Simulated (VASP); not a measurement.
# Ir (P6_3/mmc) in VASP: further runs

Runs on Ir. Level: PBEsol. Tasks: single point.

Everything below comes from runs of VASP 6.6.1. Logs are shortened: lines on timing, memory, paths and dates and some standing lists are left out, and cuts for length are marked.

**1. The cell of the first run**

It takes space group P6_3/mmc (No. 194, hexagonal). Conventional cell: a = 2.751 Å, b = 2.751 Å, c = 4.596 Å, α = 90.00°, β = 90.00°, γ = 120.00°. Ir (site symmetry -6m2) has 12 Ir at 2.75 to 2.79 Å within 3.6 Å.

**2. Single point, PBEsol (strain +0.000 along x and y, +0.030 along z)**

File INCAR:

```
SYSTEM = Ir
ALGO     = Normal         ! electronic algorithm
EDIFF    = 1E-6           ! SCF threshold, eV
ENCUT    = 520            ! plane-wave cutoff, eV
GGA      = PS             ! functional
ISIF     = 2              ! what is computed and relaxed
ISMEAR   = 0              ! smearing method
LASPH    = .True.         ! aspherical terms in the spheres
LCHARG   = .False.        ! write CHGCAR
LREAL    = .False.        ! projectors in reciprocal space
LWAVE    = .False.        ! write WAVECAR
NBANDS   = 16             ! bands
NELM     = 100            ! most SCF steps
PREC     = Accurate       ! precision mode
SIGMA    = 0.15           ! smearing width, eV
```

File KPOINTS:

```
k-points
0
Gamma
  18 18 12
  0 0 0
```

File POSCAR:

```
Ir
1.0
    2.7513778946      0.0000000000      0.0000000000
   -1.3756889473      2.3827631521      0.0000000000
    0.0000000000      0.0000000000      4.5961587000
Ir
2
Direct
    0.6666666667      0.3333333333      0.7500000000
    0.3333333333      0.6666666667      0.2500000000
```

Potentials or basis: VASP PAW PBE potentials, release 64 (Ir).

Command:

```console
$ cat potpaw_PBE.64/Ir/POTCAR > POTCAR
$ mpirun -np 1 vasp_std > vasp.out
```

OUTCAR:

```text
SYSTEM = Ir
   EDIFF = 1E-6
   ENCUT = 520
   GGA = PS
   ISIF = 2
   ISMEAR = 0
   LASPH = .True.
   LREAL = .False.
   NELM = 100
   PREC = Accurate

 ion  position               nearest neighbor table
   1  0.667  0.333  0.750-   2 2.79   2 2.79   2 2.79   2 2.79   2 2.79   2 2.79
   2  0.333  0.667  0.250-   1 2.79   1 2.79   1 2.79   1 2.79   1 2.79   1 2.79

  LATTYP: Found a hexagonal cell.
 ALAT       =     2.7513778946
 C/A-ratio  =     1.6704934313

  Lattice vectors:

 A1 = (   2.7513778946,   0.0000000000,   0.0000000000)
 A2 = (  -1.3756889473,   2.3827631521,   0.0000000000)
 A3 = (   0.0000000000,   0.0000000000,   4.5961587000)

Analysis of symmetry for initial positions (statically):
=====================================================================
 Subroutine PRICEL returns:
 Original cell was already a primitive cell.

 Routine SETGRP: Setting up the symmetry group for a
 hexagonal supercell.

 Subroutine GETGRP returns: Found 24 space group operations
 (whereof 12 operations were pure point group operations)
 out of a pool of 24 trial point group operations.

The static configuration has the point symmetry D_3d.
 The point group associated with its full space group is D_6h.

Analysis of symmetry for dynamics (positions and initial velocities):
=====================================================================
 Subroutine PRICEL returns:
 Original cell was already a primitive cell.

 Routine SETGRP: Setting up the symmetry group for a
 hexagonal supercell.

 Subroutine GETGRP returns: Found 24 space group operations
 (whereof 12 operations were pure point group operations)
 out of a pool of 24 trial point group operations.

The dynamic configuration has the point symmetry D_3d.
 The point group associated with its full space group is D_6h.

 Subroutine INISYM returns: Found 24 space group operations
 (whereof 12 operations are pure point group operations),
 and found     1 'primitive' translations

----------------------------------------------------------------------------------------

                                     Primitive cell

  volume of cell :      30.1319

  direct lattice vectors                    reciprocal lattice vectors
     2.751377895  0.000000000  0.000000000     0.363454254  0.209840411  0.000000000
    -1.375688947  2.382763152  0.000000000     0.000000000  0.419680823  0.000000000
     0.000000000  0.000000000  4.596158700     0.000000000  0.000000000  0.217572992

  length of vectors
     2.751377895  2.751377895  4.596158700     0.419680823  0.419680823  0.217572992

[... 75 lines left out ...]
   LNONCOLLINEAR =      F non collinear calculations
   LSORBIT =      F    spin-orbit coupling
   LASPH  =      T    aspherical Exc in radial PAW
   ENCUT  =  520.0 eV  38.22 Ry    6.18 a.u.   5.12  5.12  8.55*2*pi/ulx,y,z
   NELM   =    100;   NELMIN=  2; NELMDL= -5     # of ELM steps
   EDIFF  = 0.1E-05   stopping-criterion for ELM
   LREAL  =      F    real-space projection
   EDIFFG = 0.1E-04   stopping-criterion for IOM
   NSW    =      0    number of steps for IOM
   IBRION =     -1    ionic relax: 0-MD 1-quasi-New 2-CG
   NFREE  =      0    steps in history (QN), initial steepest desc. (CG)
   ISIF   =      2    stress and relaxation
   ISYM   =      2    0-nonsym 1-usesym 2-fastsym
   POTIM  = 0.5000    time-step for ionic-motion
   TEBEG  =    0.0;   TEEND  =   0.0 temperature during run
   PSTRESS=    0.0 pullay stress
   NELECT =      18.0000    total number of electrons
   NUPDOWN=      -1.0000    fix difference up-down
   EMIN   =  10.00;   EMAX   =-10.00  energy-range for DOS
   EFERMI =   0.00;   METHOD = LEGACY
   ISMEAR =     0;   SIGMA  =   0.15  broadening in eV -4-tet -1-fermi 0-gaus
   EFERMI_NEDOS =   21; number of points for ismear=-14 and -15
   IALGO  =     38    algorithm
   IMIX   =      4    mixing-type and parameters
     AMIX     =   0.40;   BMIX     =  1.00
     AMIX_MAG =   1.60;   BMIX_MAG =  1.00
  volume/ion in A,a.u.               =      15.07       101.67
  Fermi-wavevector in a.u.,A,eV,Ry     =   1.378765  2.605488 25.864583  1.900993
  Thomas-Fermi vector in A             =   2.503797
   LORBIT       =      0    0 simple, 1 ext, 2 COOP (PROOUT), +10 PAW based schemes
   GGA     = PS    functional components
   LHFCALC =     F    Hartree Fock is set to
   AEXX    =    0.0000 exact exchange contribution
   IVDW    =     0    specifies the selected vdW correction
   LEPSILON=     F    determine dielectric tensor
   LRPA    =     F    only Hartree local field effects (RPA)
 non-spin polarized calculation
 Gauss-broadening in eV      SIGMA  =   0.15
  energy-cutoff  :      520.00
  volume of cell :       30.13
 maximum number of plane-waves:       828
   NGX = 11   NGY = 11   NGZ = 17

 number of electron      18.0000000 magnetization

 Free energy of the ion-electron system (eV)
  ---------------------------------------------------
  ext. energy  EPLUGINS =         0.00000000
  ---------------------------------------------------
  free energy    TOTEN  =       -19.35667259 eV

  energy without entropy =      -19.32876092  energy(sigma->0) =      -19.34271675

 E-fermi :   9.2614     XC(G=0): -13.7335

 val. band max:        9.2594199353   @ k =   0.3889   0.1667   0.0000
 cond. band min:       9.2686921462   @ k =   0.3333   0.3333   0.1667
 fundamental gap:      0.0092722108
 Fermi energy:         9.2613871188

 k-point     1 :       0.0000    0.0000    0.0000
  band No.  band energies     occupation
      1      -1.3365      2.00000
      2       1.6320      2.00000
      3       5.4195      2.00000
      4       5.7974      2.00000
      5       5.7974      2.00000
      6       6.3310      2.00000
[... 433 lines left out ...]
      3       3.0867      2.00000
      4       5.5639      2.00000
      5       5.6241      2.00000
      6       5.9337      2.00000
[... 8 lines left out ...]
     15      19.0893      0.00000
     16      22.0226      0.00000

 [... further k-points ...]
[... 5 lines left out ...]
  --------------------------------------------------------------------------------------
  -------------------------------------------------------------------------------------
  Total       -3.2644851     -3.2644851     -4.9517924     -0.0000000      0.0000000      0.0000000
  in kB     -173.5797832   -173.5797832   -263.2975846     -0.0000000      0.0000000      0.0000000
  external PRESSURE =    -203.4857170 kB  Pullay stress =       0.0000000 kB

 VOLUME and BASIS-vectors are now :
 -----------------------------------------------------------------------------
  energy-cutoff  :      520.00
  volume of cell :       30.13
      direct lattice vectors                 reciprocal lattice vectors
     2.751377895  0.000000000  0.000000000     0.363454254  0.209840411  0.000000000
    -1.375688947  2.382763152  0.000000000     0.000000000  0.419680823  0.000000000
     0.000000000  0.000000000  4.596158700     0.000000000  0.000000000  0.217572992

 POSITION                                       TOTAL-FORCE (eV/Angst)
 -----------------------------------------------------------------------------------
      1.37569      0.79425      3.44712        -0.000000     -0.000000      0.000000
     -0.00000      1.58851      1.14904         0.000000      0.000000      0.000000
 -----------------------------------------------------------------------------------
    total drift:                               -0.000000      0.000000     -0.000000

  FREE ENERGIE OF THE ION-ELECTRON SYSTEM (eV)
  ---------------------------------------------------
  free  energy   TOTEN  =       -19.3566725874 eV

  energy  without entropy=      -19.3287609219  energy(sigma->0) =      -19.34271675
```

Run time: 73 s. Hardware: 1 thread of AMD EPYC 7R43 (Zen 3), shared host; peak memory 0.19 GiB.

What came out:

* Free energy: -19.3567 eV
* Pressure: -20.3 GPa
* Band gap on the k mesh: zero (band 9 reaches 10.29 eV, above the bottom of band 10 at 7.13 eV)

Levels at points of the mesh, in eV from the Fermi level:
| k point | band 6 | band 7 | band 8 | band 9 | band 10 | band 11 | band 12 | band 13 |
| --- | --- | --- | --- | --- | --- | --- | --- | --- |
| (0.00, 0.00, 0.00) | -2.93 | -2.93 | -1.91 | -1.91 | -0.94 | 0.30 | 0.30 | 6.11 |
| (0.50, 0.00, 0.00) | -3.06 | -2.86 | 0.78 | 0.85 | 1.16 | 2.81 | 4.23 | 7.79 |
| (0.00, 0.00, 0.50) | -3.52 | -3.52 | -3.52 | -0.40 | -0.40 | -0.40 | -0.40 | 13.12 |
| (0.50, 0.00, 0.50) | -1.79 | -0.82 | -0.82 | 1.03 | 1.03 | 1.92 | 1.92 | 7.22 |

Caveat: the cell differs from its parent crystal (strain +0.000 along x and y, +0.030 along z); the PAW data sets were made with another functional, which shifts forces and pressure a little; spin-orbit coupling is left out, which moves the levels of the heavy elements.

**3. Single point, PBEsol (strain +0.015 along x and y, +0.000 along z)**

File INCAR:

```
ALGO = Fast ; EDIFF = 1E-6
ENCUT = 520 ; GGA = PS
ISIF = 2 ; ISMEAR = 0
LASPH = T ; LCHARG = F
LREAL = F ; LWAVE = F
NBANDS = 16 ; NELM = 60
PREC = Accurate ; SIGMA = 0.15
```

File KPOINTS:

```
k-points
0
Gamma
  18 18 12
```

File POSCAR:

```
Ir
1.0
    2.7926485630      0.0000000000      0.0000000000
   -1.3963242815      2.4185045994      0.0000000000
    0.0000000000      0.0000000000      4.4622900000
Ir
2
Direct
    0.6666666667      0.3333333333      0.7500000000
    0.3333333333      0.6666666667      0.2500000000
```

Potentials or basis: VASP PAW PBE potentials, release 64 (Ir).

Command:

```console
$ cat potpaw_PBE.64/Ir/POTCAR > POTCAR
$ mpirun -np 1 vasp_std > vasp.out
```

Wall time 4.1 min (1 thread of AMD EPYC 7R43 (Zen 3), shared host); peak memory 0.22 GiB.

It converged, with:

| Quantity | Value |
| --- | --- |
| Free energy | -19.3700 eV |
| Pressure | -20.5 GPa |
| Band gap on the k mesh | zero (band 9 reaches 10.22 eV, above the bottom of band 10 at 7.15 eV) |

Stress tensor (GPa, compression positive):
```
-21.79   0.00   0.00
  0.00 -21.79   0.00
  0.00   0.00 -17.79
```

Levels at points of the mesh, in eV from the Fermi level:
```tsv
k point	band 5	band 6	band 7	band 8	band 9	band 10	band 11	band 12	band 13	band 14
(0.00, 0.00, 0.00)	-3.49	-2.90	-2.90	-2.31	-2.31	-0.58	0.22	0.22	6.65	14.20
(0.50, 0.00, 0.00)	-3.29	-3.21	-2.68	0.52	0.91	0.93	2.65	3.99	7.87	9.92
(0.00, 0.00, 0.50)	-3.68	-3.68	-3.68	-3.68	-0.46	-0.46	-0.46	-0.46	13.55	13.55
(0.50, 0.00, 0.50)	-2.02	-2.02	-0.90	-0.90	0.77	0.77	1.87	1.87	7.02	7.02
```

Caveat: the cell differs from its parent crystal (strain +0.015 along x and y, +0.000 along z); the PAW data sets were made with another functional, which shifts forces and pressure a little; spin-orbit coupling is left out, which moves the levels of the heavy elements.

**4. Single point, PBEsol (strain +0.030 along x and y, -0.015 along z)**

File INCAR:

```
  ALGO = Normal
  EDIFF = 1E-6
  ENCUT = 520
  GGA = PS
  ISIF = 2
  ISMEAR = 0
  LASPH = T
  LCHARG = F
  LREAL = F
  LWAVE = F
  NBANDS = 16
  NELM = 100
  PREC = Accurate
  SIGMA = 0.15
```

KPOINTS is that of step 3.

File POSCAR:

```
Ir
1.0
    2.8339192314      0.0000000000      0.0000000000
   -1.4169596157      2.4542460467      0.0000000000
    0.0000000000      0.0000000000      4.3953556500
Ir
2
Direct
    0.6666666667      0.3333333333      0.7500000000
    0.3333333333      0.6666666667      0.2500000000
```

Command:

```console
$ cat potpaw_PBE.64/Ir/POTCAR > POTCAR
$ mpirun -np 1 vasp_std > vasp.out
```

Run time: 2.4 min. Hardware: 1 thread of AMD EPYC 7R43 (Zen 3), shared host; peak memory 0.21 GiB.

The run converged. Its results:

```
Free energy            : -19.2812 eV
Pressure               : -23.4 GPa
Band gap on the k mesh : zero (band 9 reaches 9.87 eV, above the bottom of band 10 at 6.98 eV)
```

Stress tensor (GPa, compression positive):
```
-27.19   0.00   0.00
  0.00 -27.19   0.00
  0.00   0.00 -15.88
```

Levels at points of the mesh, in eV from the Fermi level:
```tsv
k point	band 7	band 8	band 9	band 10	band 11	band 12
(0.00, 0.00, 0.00)	-2.81	-2.51	-2.51	-0.28	0.19	0.19
(0.50, 0.00, 0.00)	-2.47	0.31	0.77	0.98	2.48	3.73
(0.00, 0.00, 0.50)	-3.72	-3.72	-0.45	-0.45	-0.45	-0.45
(0.50, 0.00, 0.50)	-0.92	-0.92	0.59	0.59	1.80	1.80
```

Caveat: the cell differs from its parent crystal (strain +0.030 along x and y, -0.015 along z); the PAW data sets were made with another functional, which shifts forces and pressure a little; spin-orbit coupling is left out, which moves the levels of the heavy elements.

**5. The runs side by side**

| cell | gap on the mesh (eV) | pressure (GPa) |
| --- | --- | --- |
| a = 2.751, b = 2.751, c = 4.596 Å, angles 90.0, 90.0, 120.0°, 2 atoms | none | -20.3 |
| a = 2.793, b = 2.793, c = 4.462 Å, angles 90.0, 90.0, 120.0°, 2 atoms | none | -20.5 |
| a = 2.834, b = 2.834, c = 4.395 Å, angles 90.0, 90.0, 120.0°, 2 atoms | none | -23.4 |

Alike in all rows: task single point; level PBEsol; potentials or basis VASP PAW PBE potentials, release 64 (Ir); no spin polarisation; k mesh 18 × 18 × 12; cutoff (eV) 520; smearing gaussian 0.15 eV.

Caveats: the PAW data sets were made with another functional, which shifts forces and pressure a little; spin-orbit coupling is left out, which moves the levels of the heavy elements.

Absolute energies hang on the potentials; compare differences alone.
